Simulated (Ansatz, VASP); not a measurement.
## Na: VASP beside Ansatz

```
CELL_PARAMETERS angstrom
5.73215 0.00000 0.00000
-2.86607 4.96419 0.00000
0.00000 0.00000 3.37677
ATOMIC_POSITIONS crystal
Na 0.33333 0.66667 0.50000
Na 0.66667 0.33333 0.50000
```

Alike in both runs: functional PBE; k mesh 6 × 6 × 6; occupations gaussian, width 0.1 eV; no spin polarisation.

Ansatz relaxed the structure, and its values are those at the end. VASP's run is a single point on that final structure, the one shown.

```csv
,VASP,Ansatz
version,VASP 6.6.1,Ansatz 0.2.0
potentials or method,"VASP PAW PBE potentials, release 64 (Na_pv), cutoff 520 eV","scalar-relativistic, plane waves, PAW"
valence electrons in the cell,14,18
```

|  | VASP | Ansatz | Ansatz less VASP |
| --- | --- | --- | --- |
| gap on the k mesh at the Fermi level (eV) | none | none | - |
| pressure (GPa) | 0.3 | 0.3 | 0.00 |

A gap of «none» marks a metal or a gap that the smearing closes. VASP's potentials hold 14 valence electrons a cell and Ansatz's 18, so a difference there can come from the potentials and not from the codes.
